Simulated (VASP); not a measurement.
# Fe (Im-3m) in VASP: electric field gradients with r2SCAN

Aim: the electric field gradients of Fe with r2SCAN.

Program: VASP 6.6.1. These are calculated values, not measurements. Logs are shortened: lines on timing, memory, paths and dates and some standing lists are left out, and cuts for length are marked.

**1. The cell of the first run**

Symmetry: Im-3m, No. 229, cubic system. The conventional cell has a = 2.886 Å, b = 2.886 Å, c = 2.886 Å, α = 90.00°, β = 90.00°, γ = 90.00°. Within 3.3 Å of Fe (site symmetry m-3m) lie 14 Fe at 2.50 to 2.89 Å.

**2. Electric field gradients, r2SCAN, collinear spin, ferromagnetic start**

Contents of POSCAR:

```
Fe
1.0
   -1.4430000000      1.4430000000      1.4430000000
    1.4430000000     -1.4430000000      1.4430000000
    1.4430000000      1.4430000000     -1.4430000000
Fe
1
Direct
    0.0000000000      0.0000000000      0.0000000000
```

Contents of INCAR.step1:

```
SYSTEM = Fe
  ALGO = Normal
  EDIFF = 1E-4
  ENCUT = 520
  GGA = PE
  ISMEAR = 0
  ISPIN = 2
  LASPH = .TRUE.
  LCHARG = .FALSE.
  LMAXMIX = 4
  LREAL = .FALSE.
  LWAVE = .TRUE.
  MAGMOM = 3.1
  NBANDS = 14
  NELM = 150
  PREC = Accurate
  SIGMA = 0.05
```

Contents of INCAR.step2:

```
SYSTEM = Fe
  ALGO = Normal
  EDIFF = 1E-8
  ENCUT = 520
  ISIF = 2
  ISMEAR = 0
  ISPIN = 2
  ISTART = 1
  LASPH = .TRUE.
  LCHARG = .FALSE.
  LEFG = .TRUE.
  LMAXMIX = 4
  LMIXTAU = .TRUE.
  LORBIT = 11
  LREAL = .FALSE.
  LWAVE = .FALSE.
  MAGMOM = 3.1
  METAGGA = R2SCAN
  NBANDS = 14
  NELM = 150
  PREC = Accurate
  SIGMA = 0.05
```

Contents of KPOINTS:

```
k-points
0
G
  22 22 22
  0 0 0
```

Potentials or basis: VASP PAW PBE potentials, release 64 (Fe).

Command:

```
cat potpaw_PBE.64/Fe/POTCAR > POTCAR
cp INCAR.step1 INCAR
mpirun -np 1 vasp_std > vasp.out
cp INCAR.step2 INCAR
mpirun -np 1 vasp_std > vasp.out
```

OUTCAR:

```text
SYSTEM = Fe
   EDIFF = 1E-8
   ENCUT = 520
   ISIF = 2
   ISMEAR = 0
   ISPIN = 2
   ISTART = 1
   LASPH = .TRUE.
   LORBIT = 11
   LREAL = .FALSE.
   METAGGA = R2SCAN
   NELM = 150
   PREC = Accurate

 ion  position               nearest neighbor table
   1  0.000  0.000  0.000-

  LATTYP: Found a body centered cubic cell.
 ALAT       =     2.8860000000

  Lattice vectors:

 A1 = (  -1.4430000000,   1.4430000000,   1.4430000000)
 A2 = (   1.4430000000,  -1.4430000000,   1.4430000000)
 A3 = (   1.4430000000,   1.4430000000,  -1.4430000000)

Analysis of symmetry for initial positions (statically):
=====================================================================
 Subroutine PRICEL returns:
 Original cell was already a primitive cell.

 Routine SETGRP: Setting up the symmetry group for a
 body centered cubic supercell.

 Subroutine GETGRP returns: Found 48 space group operations
 (whereof 48 operations were pure point group operations)
 out of a pool of 48 trial point group operations.

The static configuration has the point symmetry O_h .

Analysis of symmetry for dynamics (positions and initial velocities):
=====================================================================
 Subroutine PRICEL returns:
 Original cell was already a primitive cell.

 Routine SETGRP: Setting up the symmetry group for a
 body centered cubic supercell.

 Subroutine GETGRP returns: Found 48 space group operations
 (whereof 48 operations were pure point group operations)
 out of a pool of 48 trial point group operations.

The dynamic configuration has the point symmetry O_h .

Analysis of structural, dynamic, and magnetic symmetry:
=====================================================================
 Subroutine PRICEL returns:
 Original cell was already a primitive cell.

 Routine SETGRP: Setting up the symmetry group for a
 body centered cubic supercell.

 Subroutine GETGRP returns: Found 48 space group operations
 (whereof 48 operations were pure point group operations)
 out of a pool of 48 trial point group operations.

The overall configuration has the point symmetry O_h .

 Subroutine INISYM returns: Found 48 space group operations
 (whereof 48 operations are pure point group operations),
 and found     1 'primitive' translations

----------------------------------------------------------------------------------------

                                     Primitive cell

  volume of cell :      12.0187

  direct lattice vectors                    reciprocal lattice vectors
    -1.443000000  1.443000000  1.443000000     0.000000000  0.346500347  0.346500347
     1.443000000 -1.443000000  1.443000000     0.346500347  0.000000000  0.346500347
     1.443000000  1.443000000 -1.443000000     0.346500347  0.346500347  0.000000000

  length of vectors
     2.499349315  2.499349315  2.499349315     0.490025489  0.490025489  0.490025489

  position of ions in fractional coordinates (direct lattice)
     0.000000000  0.000000000  0.000000000

  ion indices of the primitive-cell ions
   primitive index   ion index
                 1           1

----------------------------------------------------------------------------------------

 KPOINTS: k-points

Automatic generation of k-mesh.
 Grid dimensions read from file:
 generate k-points for:   22   22   22

 Generating k-lattice:

  Cartesian coordinates                     Fractional coordinates (reciprocal lattice)
     0.000000000  0.015750016  0.015750016     0.045454545  0.000000000  0.000000000
     0.015750016  0.000000000  0.015750016     0.000000000  0.045454545  0.000000000
     0.015750016  0.015750016  0.000000000     0.000000000  0.000000000  0.045454545

  Length of vectors
     0.022273886  0.022273886  0.022273886

  Shift w.r.t. Gamma in fractional coordinates (k-lattice)
     0.000000000  0.000000000  0.000000000

 Subroutine IBZKPT returns following result:
 ===========================================

 Found    328 irreducible k-points:

 Following reciprocal coordinates:
            Coordinates               Weight
  0.000000  0.000000  0.000000      1.000000
  0.045455  0.000000  0.000000     12.000000
  0.090909  0.000000  0.000000     12.000000
  0.136364  0.000000  0.000000     12.000000
  0.181818  0.000000  0.000000     12.000000
  0.227273  0.000000  0.000000     12.000000
[... 16 lines left out ...]
  0.090909  0.090909  0.000000     24.000000
  0.136364  0.090909  0.000000     48.000000
 [... further k-points ...]
   k-points           NKPTS =    328   k-points in BZ     NKDIM =    328   number of bands    NBANDS=     14
   number of dos      NEDOS =    301   number of ions     NIONS =      1
   total plane-waves  NPLWV =   8000
   dimension x,y,z NGX =    20 NGY =   20 NGZ =   20
   dimension x,y,z NGXF=    40 NGYF=   40 NGZF=   40
   ions per type =               1
   NGX,Y,Z   is equivalent  to a cutoff of  13.30, 13.30, 13.30 a.u.
   NGXF,Y,Z  is equivalent  to a cutoff of  26.61, 26.61, 26.61 a.u.
 SYSTEM =  Fe
   PREC   = accura    normal or accurate (medium, high low for compatibility)
   ISTART =      1    job   : 0-new  1-cont  2-samecut
   ICHARG =      0    charge: 1-file 2-atom 10-const
   ISPIN  =      2    spin polarized calculation?
   LNONCOLLINEAR =      F non collinear calculations
   LSORBIT =      F    spin-orbit coupling
   LASPH  =      T    aspherical Exc in radial PAW
   ENCUT  =  520.0 eV  38.22 Ry    6.18 a.u.   4.65  4.65  4.65*2*pi/ulx,y,z
   NELM   =    150;   NELMIN=  2; NELMDL=  0     # of ELM steps
   EDIFF  = 0.1E-07   stopping-criterion for ELM
   LREAL  =      F    real-space projection
   EDIFFG = 0.1E-06   stopping-criterion for IOM
   NSW    =      0    number of steps for IOM
   IBRION =     -1    ionic relax: 0-MD 1-quasi-New 2-CG
   NFREE  =      0    steps in history (QN), initial steepest desc. (CG)
   ISIF   =      2    stress and relaxation
   ISYM   =      2    0-nonsym 1-usesym 2-fastsym
   POTIM  = 0.5000    time-step for ionic-motion
   TEBEG  =    0.0;   TEEND  =   0.0 temperature during run
   PSTRESS=    0.0 pullay stress
   NELECT =       8.0000    total number of electrons
   NUPDOWN=      -1.0000    fix difference up-down
   EMIN   =  10.00;   EMAX   =-10.00  energy-range for DOS
   EFERMI =   0.00;   METHOD = LEGACY
   ISMEAR =     0;   SIGMA  =   0.05  broadening in eV -4-tet -1-fermi 0-gaus
   EFERMI_NEDOS =   21; number of points for ismear=-14 and -15
   IALGO  =     38    algorithm
   IMIX   =      4    mixing-type and parameters
     AMIX     =   0.40;   BMIX     =  1.00
     AMIX_MAG =   1.60;   BMIX_MAG =  1.00
  volume/ion in A,a.u.               =      12.02        81.11
  Fermi-wavevector in a.u.,A,eV,Ry     =   1.429394  2.701162 27.798962  2.043166
  Thomas-Fermi vector in A             =   2.549352
   LORBIT       =     11    0 simple, 1 ext, 2 COOP (PROOUT), +10 PAW based schemes
   METAGGA = R2SCAN    functional components
   LHFCALC =     F    Hartree Fock is set to
   AEXX    =    0.0000 exact exchange contribution
   IVDW    =     0    specifies the selected vdW correction
   LEPSILON=     F    determine dielectric tensor
   LRPA    =     F    only Hartree local field effects (RPA)
 spin polarized calculation
 Gauss-broadening in eV      SIGMA  =   0.05
  energy-cutoff  :      520.00
  volume of cell :       12.02
 maximum number of plane-waves:       336
   NGX =  9   NGY =  9   NGZ =  9

 number of electron       7.9999995 magnetization       2.6704963

 Free energy of the ion-electron system (eV)
  ---------------------------------------------------
  ext. energy  EPLUGINS =         0.00000000
  ---------------------------------------------------
  free energy    TOTEN  =       -14.35663008 eV

  energy without entropy =      -14.35570933  energy(sigma->0) =      -14.35616971

 E-fermi :   5.3194     XC(G=0): -13.8905

 val. band max:        5.3191762098   @ k =  -0.1364   0.2273   0.0455
 cond. band min:       5.3217057436   @ k =   0.1364   0.0455   0.0455
 fundamental gap:      0.0025295338
 Fermi energy:         5.3194370935

 spin component 1

 k-point     1 :       0.0000    0.0000    0.0000
  band No.  band energies     occupation
      1      -3.0923      1.00000
      2       2.2260      1.00000
      3       2.2260      1.00000
      4       2.2260      1.00000
      5       3.3878      1.00000
      6       3.3878      1.00000
      7      30.7083      0.00000
      8      30.7083      0.00000
      9      30.7084      0.00000
     10      35.4139      0.00000
     11      35.4139      0.00000
     12      36.9680      0.00000
     13      36.9681      0.00000
     14      36.9681      0.00000
[... 375 lines left out ...]
 k-point    24 :       0.1364    0.0909    0.0000
  band No.  band energies     occupation
      1      -1.5927      1.00000
      2       1.9482      1.00000
      3       2.0566      1.00000
      4       3.0403      1.00000
      5       3.1560      1.00000
      6       3.4613      1.00000
      7      24.1886      0.00000
      8      25.9147      0.00000
      9      29.5736      0.00000
     10      30.7938      0.00000
     11      34.1667      0.00000
     12      35.3795      0.00000
     13      39.1640      0.00000
     14      39.6837      0.00000

 [... further k-points ...]

 spin component 2

 k-point     1 :       0.0000    0.0000    0.0000
  band No.  band energies     occupation
      1      -3.7279      1.00000
      2       5.6860      0.00000
      3       5.6861      0.00000
      4       5.6861      0.00000
      5       7.8447      0.00000
      6       7.8447      0.00000
      7      30.3379      0.00000
      8      30.3379      0.00000
      9      30.3379      0.00000
     10      36.0027      0.00000
     11      36.0027      0.00000
     12      38.7321      0.00000
     13      38.7321      0.00000
     14      38.7323      0.00000
[... 375 lines left out ...]
 k-point    24 :       0.1364    0.0909    0.0000
  band No.  band energies     occupation
      1      -2.1307      1.00000
      2       5.2401      0.98759
      3       5.3329      0.35186
      4       6.6035      0.00000
      5       7.4285      0.00000
      6       7.9398      0.00000
      7      24.7618      0.00000
      8      26.4831      0.00000
      9      30.7453      0.00000
     10      31.3133      0.00000
     11      35.1423      0.00000
     12      36.8193      0.00000
     13      40.6521      0.00000
     14      40.7779      0.00000

 [... further k-points ...]
[... 5 lines left out ...]
  --------------------------------------------------------------------------------------
  -------------------------------------------------------------------------------------
  Total       -0.2822415     -0.2822415     -0.2822415      0.0000000      0.0000000      0.0000000
  in kB      -37.6246466    -37.6246466    -37.6246466      0.0000000      0.0000000      0.0000000
  external PRESSURE =     -37.6246466 kB  Pullay stress =       0.0000000 kB

 VOLUME and BASIS-vectors are now :
 -----------------------------------------------------------------------------
  energy-cutoff  :      520.00
  volume of cell :       12.02
      direct lattice vectors                 reciprocal lattice vectors
    -1.443000000  1.443000000  1.443000000     0.000000000  0.346500347  0.346500347
     1.443000000 -1.443000000  1.443000000     0.346500347  0.000000000  0.346500347
     1.443000000  1.443000000 -1.443000000     0.346500347  0.346500347  0.000000000

 POSITION                                       TOTAL-FORCE (eV/Angst)
 -----------------------------------------------------------------------------------
      0.00000      0.00000      0.00000        -0.000000     -0.000000      0.000000
 -----------------------------------------------------------------------------------
    total drift:                               -0.000000     -0.000000      0.000000

  FREE ENERGIE OF THE ION-ELECTRON SYSTEM (eV)
  ---------------------------------------------------
  free  energy   TOTEN  =       -14.3566300827 eV

  energy  without entropy=      -14.3557093314  energy(sigma->0) =      -14.35616971

 Electric field gradients (V/A^2)
---------------------------------------------------------------------
 ion       V_xx      V_yy      V_zz      V_xy      V_xz      V_yz
---------------------------------------------------------------------
   1       0.000    -0.000    -0.000    -0.002    -0.002    -0.002
---------------------------------------------------------------------

 Electric field gradients after diagonalization (V/A^2)
 (convention: |V_zz| > |V_xx| > |V_yy|)
----------------------------------------------------------------------
 ion       V_xx      V_yy      V_zz     asymmetry (V_yy - V_xx)/ V_zz
----------------------------------------------------------------------
   1       0.002     0.002    -0.003       0.000
----------------------------------------------------------------------

           NMR quadrupolar parameters

 Cq : quadrupolar parameter    Cq=e*Q*V_zz/h
 eta: asymmetry parameters     (V_yy - V_xx)/ V_zz
 Q  : nuclear electric quadrupole moment in mb (millibarn)
----------------------------------------------------------------------
 ion       Cq(MHz)       eta       Q (mb)
----------------------------------------------------------------------
   1      -0.000       0.000       1.000
----------------------------------------------------------------------

 total charge

# of ion       s       p       d       tot
------------------------------------------
    1        0.471   0.533   6.154   7.158

 magnetization (x)

# of ion       s       p       d       tot
------------------------------------------
    1       -0.012  -0.117   2.876   2.747
```

Wall time 13 min (1 thread of Oxide Virtual Turin-like, shared host); peak memory 0.17 GiB.

What came out:

```yaml
Free_energy: -14.3566 eV
Pressure: -3.8 GPa
Net_moment: 2.67 μB per cell
Site_moments: Fe +2.75 μB
Valence_electrons_inside_the_program's_atomic_spheres: Fe 7.16
```

Caveat: without QUAD_EFG the Cq values of the log hold for a quadrupole moment of 1 mb, not for the nuclei; the PAW data sets were made with another functional, which shifts forces and pressure a little.
